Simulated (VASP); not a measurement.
# AgCl (zincblende type) (F-43m) in VASP: a series of runs

The runs below take AgCl (zincblende type) through single point, with PBE.

All numbers are computed with VASP 6.6.1; they aren't measurements. Logs are shortened: lines on timing, memory, paths and dates and some standing lists are left out, and cuts for length are marked.

## (1) The cell of the first run

Symmetry: F-43m, No. 216, cubic system. The conventional cell has a = 5.936 Å, b = 5.936 Å, c = 5.936 Å, α = 90.00°, β = 90.00°, γ = 90.00°. Ag (site symmetry -43m) has 4 Cl at 2.57 Å within 3.4 Å. Cl (site symmetry -43m) has 4 Ag at 2.57 Å within 3.4 Å.

## (2) Single point, PBE (volume scaled by 0.9405)

Contents of INCAR:

```
SYSTEM = AgCl
PREC = Accurate ; ENCUT = 520
EDIFF = 1E-6 ; ISMEAR = -1
SIGMA = 0.03 ; LREAL = .FALSE.
LASPH = .TRUE. ; NELM = 80
ALGO = Normal ; ISIF = 2
LWAVE = .FALSE. ; LCHARG = .FALSE.
GGA = PE ; NBANDS = 16
```

Contents of KPOINTS:

```
regular mesh
0
G
  11 11 11
  0 0 0
```

Contents of POSCAR:

```
AgCl
1.0
    0.0000000000      2.9682291506      2.9682291506
    2.9682291506      0.0000000000      2.9682291506
    2.9682291506      2.9682291506      0.0000000000
Ag Cl
1 1
Direct
    0.0000000000      0.0000000000      0.0000000000
    0.2500000000      0.2500000000      0.2500000000
```

Potentials or basis: VASP PAW PBE potentials, release 64 (Ag, Cl).

On the command line:

```bash
$ cat potpaw_PBE.64/Ag/POTCAR potpaw_PBE.64/Cl/POTCAR > POTCAR
$ mpirun -np 1 vasp_std > vasp.out
```

OUTCAR:

```text
SYSTEM = AgCl
   PREC = Accurate
   ENCUT = 520
   EDIFF = 1E-6
   ISMEAR = -1
   LREAL = .FALSE.
   LASPH = .TRUE.
   NELM = 80
   ISIF = 2
   GGA = PE

 ion  position               nearest neighbor table
   1  0.000  0.000  0.000-   2 2.57   2 2.57   2 2.57   2 2.57
   2  0.250  0.250  0.250-   1 2.57   1 2.57   1 2.57   1 2.57

  LATTYP: Found a face centered cubic cell.
 ALAT       =     5.9364583012

  Lattice vectors:

 A1 = (   0.0000000000,   2.9682291506,   2.9682291506)
 A2 = (   2.9682291506,   0.0000000000,   2.9682291506)
 A3 = (   2.9682291506,   2.9682291506,   0.0000000000)

Analysis of symmetry for initial positions (statically):
=====================================================================
 Subroutine PRICEL returns:
 Original cell was already a primitive cell.

 Routine SETGRP: Setting up the symmetry group for a
 face centered cubic supercell.

 Subroutine GETGRP returns: Found 24 space group operations
 (whereof 24 operations were pure point group operations)
 out of a pool of 48 trial point group operations.

The static configuration has the point symmetry T_d .

Analysis of symmetry for dynamics (positions and initial velocities):
=====================================================================
 Subroutine PRICEL returns:
 Original cell was already a primitive cell.

 Routine SETGRP: Setting up the symmetry group for a
 face centered cubic supercell.

 Subroutine GETGRP returns: Found 24 space group operations
 (whereof 24 operations were pure point group operations)
 out of a pool of 48 trial point group operations.

The dynamic configuration has the point symmetry T_d .

 Subroutine INISYM returns: Found 24 space group operations
 (whereof 24 operations are pure point group operations),
 and found     1 'primitive' translations

----------------------------------------------------------------------------------------

                                     Primitive cell

  volume of cell :      52.3025

  direct lattice vectors                    reciprocal lattice vectors
     0.000000000  2.968229151  2.968229151    -0.168450606  0.168450606  0.168450606
     2.968229151  0.000000000  2.968229151     0.168450606 -0.168450606  0.168450606
     2.968229151  2.968229151  0.000000000     0.168450606  0.168450606 -0.168450606

  length of vectors
     4.197709921  4.197709921  4.197709921     0.291765009  0.291765009  0.291765009

  position of ions in fractional coordinates (direct lattice)
     0.000000000  0.000000000  0.000000000
     0.250000000  0.250000000  0.250000000

  ion indices of the primitive-cell ions
   primitive index   ion index
                 1           1
                 2           2

----------------------------------------------------------------------------------------

 KPOINTS: regular mesh

Automatic generation of k-mesh.
 Grid dimensions read from file:
 generate k-points for:   11   11   11

 Generating k-lattice:

  Cartesian coordinates                     Fractional coordinates (reciprocal lattice)
    -0.015313691  0.015313691  0.015313691     0.090909091  0.000000000  0.000000000
     0.015313691 -0.015313691  0.015313691     0.000000000  0.090909091  0.000000000
     0.015313691  0.015313691 -0.015313691     0.000000000  0.000000000  0.090909091

  Length of vectors
     0.026524092  0.026524092  0.026524092

  Shift w.r.t. Gamma in fractional coordinates (k-lattice)
     0.000000000  0.000000000  0.000000000

 Subroutine IBZKPT returns following result:
 ===========================================

 Found     56 irreducible k-points:

 Following reciprocal coordinates:
            Coordinates               Weight
  0.000000  0.000000  0.000000      1.000000
  0.090909  0.000000  0.000000      8.000000
  0.181818  0.000000  0.000000      8.000000
  0.272727  0.000000  0.000000      8.000000
  0.363636  0.000000  0.000000      8.000000
  0.454545  0.000000  0.000000      8.000000
[... 16 lines left out ...]
 -0.272727  0.181818  0.000000     24.000000
 -0.181818  0.181818  0.000000     12.000000
 [... further k-points ...]
   k-points           NKPTS =     56   k-points in BZ     NKDIM =     56   number of bands    NBANDS=     16
   number of dos      NEDOS =    301   number of ions     NIONS =      2
   total plane-waves  NPLWV =  32768
   dimension x,y,z NGX =    32 NGY =   32 NGZ =   32
   dimension x,y,z NGXF=    64 NGYF=   64 NGZF=   64
   ions per type =               1   1
   NGX,Y,Z   is equivalent  to a cutoff of  12.67, 12.67, 12.67 a.u.
   NGXF,Y,Z  is equivalent  to a cutoff of  25.35, 25.35, 25.35 a.u.
 SYSTEM =  AgCl
   PREC   = accura    normal or accurate (medium, high low for compatibility)
   ISTART =      0    job   : 0-new  1-cont  2-samecut
   ICHARG =      2    charge: 1-file 2-atom 10-const
   ISPIN  =      1    spin polarized calculation?
   LNONCOLLINEAR =      F non collinear calculations
   LSORBIT =      F    spin-orbit coupling
   LASPH  =      T    aspherical Exc in radial PAW
   ENCUT  =  520.0 eV  38.22 Ry    6.18 a.u.   7.80  7.80  7.80*2*pi/ulx,y,z
   NELM   =     80;   NELMIN=  2; NELMDL= -5     # of ELM steps
   EDIFF  = 0.1E-05   stopping-criterion for ELM
   LREAL  =      F    real-space projection
   EDIFFG = 0.1E-04   stopping-criterion for IOM
   NSW    =      0    number of steps for IOM
   IBRION =     -1    ionic relax: 0-MD 1-quasi-New 2-CG
   NFREE  =      0    steps in history (QN), initial steepest desc. (CG)
   ISIF   =      2    stress and relaxation
   ISYM   =      2    0-nonsym 1-usesym 2-fastsym
   POTIM  = 0.5000    time-step for ionic-motion
   TEBEG  =    0.0;   TEEND  =   0.0 temperature during run
   PSTRESS=    0.0 pullay stress
   NELECT =      18.0000    total number of electrons
   NUPDOWN=      -1.0000    fix difference up-down
   EMIN   =  10.00;   EMAX   =-10.00  energy-range for DOS
   EFERMI =   0.00;   METHOD = LEGACY
   ISMEAR =    -1;   SIGMA  =   0.03  broadening in eV -4-tet -1-fermi 0-gaus
   EFERMI_NEDOS =   21; number of points for ismear=-14 and -15
   IALGO  =     38    algorithm
   IMIX   =      4    mixing-type and parameters
     AMIX     =   0.40;   BMIX     =  1.00
     AMIX_MAG =   1.60;   BMIX_MAG =  1.00
  volume/ion in A,a.u.               =      26.15       176.48
  Fermi-wavevector in a.u.,A,eV,Ry     =   1.147250  2.167989 17.907765  1.316184
  Thomas-Fermi vector in A             =   2.283931
   LORBIT       =      0    0 simple, 1 ext, 2 COOP (PROOUT), +10 PAW based schemes
   GGA     = PE    functional components
   LHFCALC =     F    Hartree Fock is set to
   AEXX    =    0.0000 exact exchange contribution
   IVDW    =     0    specifies the selected vdW correction
   LEPSILON=     F    determine dielectric tensor
   LRPA    =     F    only Hartree local field effects (RPA)
 non-spin polarized calculation
  energy-cutoff  :      520.00
  volume of cell :       52.30
 maximum number of plane-waves:      1420
   NGX = 15   NGY = 15   NGZ = 15

 number of electron      18.0000003 magnetization

 Free energy of the ion-electron system (eV)
  ---------------------------------------------------
  ext. energy  EPLUGINS =         0.00000000
  ---------------------------------------------------
  free energy    TOTEN  =        -5.43339665 eV

  energy without entropy =       -5.43339665  energy(sigma->0) =       -5.43339665

 E-fermi :   2.6532     XC(G=0):  -8.6642

 val. band max:        2.0232722948   @ k =   0.0000   0.0000   0.0000
 cond. band min:       3.2446179107   @ k =   0.0000   0.0000   0.0000
 fundamental gap:      1.2213456159
 Fermi energy:         2.6531953354

 k-point     1 :       0.0000    0.0000    0.0000
  band No.  band energies     occupation
      1     -12.9872      2.00000
      2      -2.2342      2.00000
      3      -2.2342      2.00000
      4      -2.2342      2.00000
      5      -0.1935      2.00000
      6      -0.1935      2.00000
[... 8 lines left out ...]
     15      14.6793      0.00000
     16      15.0077      0.00000

 k-point     2 :       0.0909    0.0000    0.0000
  band No.  band energies     occupation
      1     -12.9721      2.00000
      2      -2.2595      2.00000
      3      -2.2173      2.00000
      4      -2.2173      2.00000
      5      -0.1966      2.00000
      6      -0.1966      2.00000
[... 8 lines left out ...]
     15      14.3210      0.00000
     16      15.3296      0.00000

 k-point     3 :       0.1818    0.0000    0.0000
  band No.  band energies     occupation
      1     -12.9314      2.00000
      2      -2.3128      2.00000
      3      -2.1725      2.00000
      4      -2.1725      2.00000
      5      -0.1992      2.00000
      6      -0.1992      2.00000
[... 8 lines left out ...]
     15      13.9056      0.00000
     16      14.9104      0.00000

 k-point     4 :       0.2727    0.0000    0.0000
  band No.  band energies     occupation
      1     -12.8775      2.00000
      2      -2.3493      2.00000
      3      -2.1157      2.00000
      4      -2.1157      2.00000
      5      -0.1879      2.00000
      6      -0.1879      2.00000
[... 8 lines left out ...]
     15      13.9148      0.00000
     16      14.3892      0.00000
[... 324 lines left out ...]
 k-point    22 :      -0.3636    0.1818    0.0000
  band No.  band energies     occupation
      1     -12.7804      2.00000
      2      -2.2209      2.00000
      3      -2.0836      2.00000
      4      -1.9815      2.00000
      5      -0.1839      2.00000
      6      -0.1752      2.00000
[... 8 lines left out ...]
     15      14.3733      0.00000
     16      15.6830      0.00000

 k-point    23 :      -0.2727    0.1818    0.0000
  band No.  band energies     occupation
      1     -12.8137      2.00000
      2      -2.2847      2.00000
      3      -2.0884      2.00000
      4      -2.0353      2.00000
      5      -0.2282      2.00000
      6      -0.1253      2.00000
[... 8 lines left out ...]
     15      15.1569      0.00000
     16      15.7361      0.00000

 k-point    24 :      -0.1818    0.1818    0.0000
  band No.  band energies     occupation
      1     -12.8596      2.00000
      2      -2.3377      2.00000
      3      -2.0984      2.00000
      4      -2.0973      2.00000
      5      -0.2424      2.00000
      6      -0.1384      2.00000
[... 8 lines left out ...]
     15      14.5486      0.00000
     16      16.3489      0.00000

 [... further k-points ...]

------------------------ aborting loop because EDIFF is reached ----------------------------------------

  FORCE on cell =-STRESS in cart. coord.  units (eV):
  Direction    XX          YY          ZZ          XY          YZ          ZX
  --------------------------------------------------------------------------------------
  -------------------------------------------------------------------------------------
  Total        0.6639466      0.6639466      0.6639466      0.0000000      0.0000000      0.0000000
  in kB       20.3386186     20.3386186     20.3386186      0.0000000      0.0000000      0.0000000
  external PRESSURE =      20.3386186 kB  Pullay stress =       0.0000000 kB

 VOLUME and BASIS-vectors are now :
 -----------------------------------------------------------------------------
  energy-cutoff  :      520.00
  volume of cell :       52.30
      direct lattice vectors                 reciprocal lattice vectors
     0.000000000  2.968229151  2.968229151    -0.168450606  0.168450606  0.168450606
     2.968229151  0.000000000  2.968229151     0.168450606 -0.168450606  0.168450606
     2.968229151  2.968229151  0.000000000     0.168450606  0.168450606 -0.168450606

 POSITION                                       TOTAL-FORCE (eV/Angst)
 -----------------------------------------------------------------------------------
      0.00000      0.00000      0.00000         0.000000      0.000000      0.000000
      1.48411      1.48411      1.48411        -0.000000     -0.000000     -0.000000
 -----------------------------------------------------------------------------------
    total drift:                                0.000000      0.000000      0.000000

  FREE ENERGIE OF THE ION-ELECTRON SYSTEM (eV)
  ---------------------------------------------------
  free  energy   TOTEN  =        -5.4333966461 eV

  energy  without entropy=       -5.4333966461  energy(sigma->0) =       -5.43339665
```

Wall time 13 s (1 thread of Intel Xeon 6975P-C (Granite Rapids), shared host); peak memory 0.2 GiB.

Results:

| Property | Result |
| --- | --- |
| Free energy | -5.4334 eV |
| Pressure | 2.0 GPa |
| Band gap on the k mesh | 1.22 eV, direct |

## (3) Single point, PBE (volume scaled by 0.98)

Contents of INCAR:

```
SYSTEM = AgCl
ALGO = Normal ; EDIFF = 1E-6
ENCUT = 520 ; GGA = PE
ISIF = 2 ; ISMEAR = -1
LASPH = .TRUE. ; LCHARG = .TRUE.
LELF = .TRUE. ; LREAL = .FALSE.
LVHAR = .TRUE. ; LWAVE = .FALSE.
NBANDS = 16 ; NELM = 100
PREC = Accurate ; SIGMA = 0.03
```

Contents of KPOINTS:

```
k-points
0
G
  11 11 11
  0 0 0
```

Contents of POSCAR:

```
AgCl
1.0
    0.0000000000      3.0092147682      3.0092147682
    3.0092147682      0.0000000000      3.0092147682
    3.0092147682      3.0092147682      0.0000000000
Ag Cl
1 1
Direct
    0.0000000000      0.0000000000      0.0000000000
    0.2500000000      0.2500000000      0.2500000000
```

Potentials or basis: VASP PAW PBE potentials, release 64 (Ag, Cl).

On the command line:

```bash
$ cat potpaw_PBE.64/Ag/POTCAR potpaw_PBE.64/Cl/POTCAR > POTCAR
$ mpirun -np 1 vasp_std > vasp.out
```

It took 16 s on 1 thread of Intel Xeon 6975P-C (Granite Rapids), shared host; peak memory 0.2 GiB.

Results (log left out):

- Free energy: -5.4514 eV
- Pressure: 0.5 GPa
- Band gap on the k mesh: 1.27 eV, direct

Levels at points of the mesh, in eV from the valence-band top:
| k point | band 5 | band 6 | band 7 | band 8 | band 9 | band 10 | band 11 | band 12 | band 13 | band 14 |
| --- | --- | --- | --- | --- | --- | --- | --- | --- | --- | --- |
| (0.00, 0.00, 0.00) | -2.08 | -2.08 | 0.00 | 0.00 | 0.00 | 1.27 | 8.10 | 8.10 | 8.10 | 12.62 |

(Part 1 of 2 ends here.)
